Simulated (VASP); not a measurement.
# NaY (Pm-3m) in VASP: notebook

NaY is run at these levels: PBEsol; tasks: relaxation of cell and atoms, single point.

Everything below comes from runs of VASP 6.6.1. Logs are shortened: lines on timing, memory, paths and dates and some standing lists are left out, and cuts for length are marked.

### 1 The cell of the first run

The structure is cubic, space group Pm-3m (No. 221). The conventional cell has a = 3.750 Å, b = 3.750 Å, c = 3.750 Å, α = 90.00°, β = 90.00°, γ = 90.00°. Na (site symmetry m-3m) has 8 Y at 3.25 Å and 6 Na at 3.75 Å within 4.3 Å. Y (site symmetry m-3m) has 8 Na at 3.25 Å and 6 Y at 3.75 Å within 4.3 Å.

### 2 Relaxation of cell and atoms, PBEsol

The input, INCAR:

```
PREC     = Accurate       # precision mode
ENCUT    = 600            # plane-wave cutoff, eV
EDIFF    = 1E-6           # SCF threshold, eV
ISMEAR   = 0              # smearing method
SIGMA    = 0.1            # smearing width, eV
LREAL    = False          # projectors in reciprocal space
LASPH    = True           # aspherical terms in the spheres
NELM     = 100            # most SCF steps
ALGO     = Normal         # electronic algorithm
ISIF     = 3              # what is computed and relaxed
LWAVE    = False          # write WAVECAR
LCHARG   = False          # write CHGCAR
GGA      = PS             # functional
IBRION   = 2              # ionic algorithm
NSW      = 100            # ionic steps
EDIFFG   = -0.005         # ionic threshold
```

The input, KPOINTS:

```
Automatic mesh
0
Gamma
  12 12 12
```

The input, POSCAR:

```
NaY
1.0
    3.7502294851      0.0000000000      0.0000000000
    0.0000000000      3.7502294851      0.0000000000
    0.0000000000      0.0000000000      3.7502294851
Na Y
1 1
Direct
    0.5000000000      0.5000000000      0.5000000000
    0.0000000000      0.0000000000      0.0000000000
```

Potentials or basis: VASP PAW PBE potentials, release 64 (Na_pv, Y_sv).

Command:

```bash
> cat potpaw_PBE.64/Na_pv/POTCAR potpaw_PBE.64/Y_sv/POTCAR > POTCAR
> mpirun -np 1 vasp_std > vasp.out
```

OUTCAR:

```text
PREC = Accurate
   ENCUT = 600
   EDIFF = 1E-6
   ISMEAR = 0
   LREAL = False
   LASPH = True
   NELM = 100
   ISIF = 3
   GGA = PS
   IBRION = 2
   NSW = 100
   EDIFFG = -0.005

 ion  position               nearest neighbor table
   1  0.500  0.500  0.500-   2 3.25   2 3.25   2 3.25   2 3.25   2 3.25   2 3.25   2 3.25   2 3.25

   2  0.000  0.000  0.000-   1 3.25   1 3.25   1 3.25   1 3.25   1 3.25   1 3.25   1 3.25   1 3.25

  LATTYP: Found a simple cubic cell.
 ALAT       =     3.7502294851

  Lattice vectors:

 A1 = (   3.7502294851,   0.0000000000,   0.0000000000)
 A2 = (   0.0000000000,   3.7502294851,   0.0000000000)
 A3 = (   0.0000000000,   0.0000000000,   3.7502294851)

Analysis of symmetry for initial positions (statically):
=====================================================================
 Subroutine PRICEL returns:
 Original cell was already a primitive cell.

 Routine SETGRP: Setting up the symmetry group for a
 simple cubic supercell.

 Subroutine GETGRP returns: Found 48 space group operations
 (whereof 48 operations were pure point group operations)
 out of a pool of 48 trial point group operations.

The static configuration has the point symmetry O_h .

Analysis of symmetry for dynamics (positions and initial velocities):
=====================================================================
 Subroutine PRICEL returns:
 Original cell was already a primitive cell.

 Routine SETGRP: Setting up the symmetry group for a
 simple cubic supercell.

 Subroutine GETGRP returns: Found 48 space group operations
 (whereof 48 operations were pure point group operations)
 out of a pool of 48 trial point group operations.

The dynamic configuration has the point symmetry O_h .

 Subroutine INISYM returns: Found 48 space group operations
 (whereof 48 operations are pure point group operations),
 and found     1 'primitive' translations

----------------------------------------------------------------------------------------

                                     Primitive cell

  volume of cell :      52.7441

  direct lattice vectors                    reciprocal lattice vectors
     3.750229485  0.000000000  0.000000000     0.266650349  0.000000000  0.000000000
     0.000000000  3.750229485  0.000000000     0.000000000  0.266650349  0.000000000
     0.000000000  0.000000000  3.750229485     0.000000000  0.000000000  0.266650349

[... 98 lines left out ...]
   ISMEAR =     0;   SIGMA  =   0.10  broadening in eV -4-tet -1-fermi 0-gaus
   EFERMI_NEDOS =   21; number of points for ismear=-14 and -15
   IALGO  =     38    algorithm
   IMIX   =      4    mixing-type and parameters
     AMIX     =   0.40;   BMIX     =  1.00
     AMIX_MAG =   1.60;   BMIX_MAG =  1.00
  volume/ion in A,a.u.               =      26.37       177.97
  Fermi-wavevector in a.u.,A,eV,Ry     =   1.144040  2.161922 17.807675  1.308827
  Thomas-Fermi vector in A             =   2.280733
   LORBIT       =      0    0 simple, 1 ext, 2 COOP (PROOUT), +10 PAW based schemes
   GGA     = PS    functional components
   LHFCALC =     F    Hartree Fock is set to
   AEXX    =    0.0000 exact exchange contribution
   IVDW    =     0    specifies the selected vdW correction
   LEPSILON=     F    determine dielectric tensor
   LRPA    =     F    only Hartree local field effects (RPA)
 conjugate gradient relaxation of ions
 non-spin polarized calculation
 Gauss-broadening in eV      SIGMA  =   0.10
  energy-cutoff  :      600.00
  volume of cell :       52.74
 maximum number of plane-waves:      1791
 NGX is ok and might be reduce to    30
   NGX = 15   NGY = 15   NGZ = 15

--------------------------------------- Ionic step        1  -------------------------------------------

 number of electron      17.9999984 magnetization

 Free energy of the ion-electron system (eV)
  ---------------------------------------------------
  ext. energy  EPLUGINS =         0.00000000
  ---------------------------------------------------
  free energy    TOTEN  =        -7.17353501 eV

  energy without entropy =       -7.15952777  energy(sigma->0) =       -7.16653139

------------------------ aborting loop because EDIFF is reached ----------------------------------------

  FORCE on cell =-STRESS in cart. coord.  units (eV):
  Direction    XX          YY          ZZ          XY          YZ          ZX
  --------------------------------------------------------------------------------------
  -------------------------------------------------------------------------------------
  Total        1.8059542      1.8059542      1.8059542      0.0000000      0.0000000     -0.0000000
  in kB       54.8584827     54.8584827     54.8584827      0.0000000      0.0000000     -0.0000000
  external PRESSURE =      54.8584827 kB  Pullay stress =       0.0000000 kB
[... 95 lines left out ...]
--------------------------------------- Ionic step        4  -------------------------------------------

 number of electron      18.0000002 magnetization

 Free energy of the ion-electron system (eV)
  ---------------------------------------------------
  ext. energy  EPLUGINS =         0.00000000
  ---------------------------------------------------
  free energy    TOTEN  =        -7.31444723 eV

  energy without entropy =       -7.29988259  energy(sigma->0) =       -7.30716491

 E-fermi :   1.9456     XC(G=0):  -8.5348

 val. band max:        1.9175587727   @ k =   0.2500   0.1667   0.0833
 cond. band min:       1.9469487245   @ k =   0.1667   0.1667   0.0000
 fundamental gap:      0.0293899518
 Fermi energy:         1.9455998240

 k-point     1 :       0.0000    0.0000    0.0000
  band No.  band energies     occupation
      1     -41.4634      2.00000
      2     -21.5680      2.00000
      3     -21.5680      2.00000
      4     -21.5680      2.00000
      5     -21.3456      2.00000
      6     -21.3456      2.00000
      7     -21.3456      2.00000
      8      -2.3504      2.00000
      9       1.7461      1.99521
     10       1.7461      1.99521
     11       4.8719      0.00000
     12       4.8719      0.00000
     13       4.8719      0.00000
[... 354 lines left out ...]
  band No.  band energies     occupation
      1     -41.4539      2.00000
      2     -21.6133      2.00000
      3     -21.5960      2.00000
      4     -21.5372      2.00000
      5     -21.4137      2.00000
      6     -21.3900      2.00000
      7     -21.3598      2.00000
      8       0.3703      2.00000
      9       1.2381      2.00000
     10       2.6083      0.00000
     11       2.9775      0.00000
     12       3.8013      0.00000
     13       4.0330      0.00000

 [... further k-points ...]
[... 5 lines left out ...]
  --------------------------------------------------------------------------------------
  -------------------------------------------------------------------------------------
  Total        0.0016365      0.0016365      0.0016365     -0.0000000     -0.0000000      0.0000000
  in kB        0.0422499      0.0422499      0.0422499     -0.0000000     -0.0000000      0.0000000
  external PRESSURE =       0.0422499 kB  Pullay stress =       0.0000000 kB
[... 17 lines left out ...]
  FREE ENERGIE OF THE ION-ELECTRON SYSTEM (eV)
  ---------------------------------------------------
  free  energy   TOTEN  =        -7.3144472282 eV

  energy  without entropy=       -7.2998825875  energy(sigma->0) =       -7.30716491

 reached required accuracy - stopping structural energy minimisation
```

Run time: 2.7 min. Hardware: 1 thread of Intel Xeon Platinum 8259CL at 2.50GHz (Skylake/Cascade Lake), shared host; peak memory 0.24 GiB.

Results:

- Free energy: -7.3144 eV
- Relaxed volume: 31.03 Å³/atom
- Relaxed cell: a = 3.959 Å, b = 3.959 Å, c = 3.959 Å, α = 90.00°, β = 90.00°, γ = 90.00°
- Space group after relaxing (to 0.05 Å): Pm-3m (No. 221)
- Energy gained by relaxing: 70.5 meV/atom
- Ionic steps: 4
- Pressure after relaxing: 0.0 GPa
- Band gap on the k mesh: zero (band 9 reaches 2.28 eV, above the bottom of band 10 at 1.55 eV)

The path:
```tsv
step	energy change (eV)	largest force (eV/Å)	pressure (GPa)	volume (Å³)
1	0.0000	0.0000	5.49	52.74
2	-0.1350	0.0000	0.92	59.94
3	-0.1408	0.0000	-0.09	62.28
4	-0.1409	0.0000	0.00	62.06
```

Final structure:
```cif
data_structure
_symmetry_space_group_name_H-M 'P 1'
_symmetry_Int_Tables_number 1
_cell_length_a 3.9591
_cell_length_b 3.9591
_cell_length_c 3.9591
_cell_angle_alpha 90.000
_cell_angle_beta 90.000
_cell_angle_gamma 90.000
_cell_volume 62.06
loop_
_atom_site_label
_atom_site_type_symbol
_atom_site_fract_x
_atom_site_fract_y
_atom_site_fract_z
_atom_site_occupancy
Na1 Na 0.50000 0.50000 0.50000 1
Y1 Y 0.00000 0.00000 0.00000 1
```

Caveat: the volume moved by over 15 % at a fixed basis, so the end points are rough; the PAW data sets were made with another functional, which shifts forces and pressure a little.

[end of part 1 of 2]
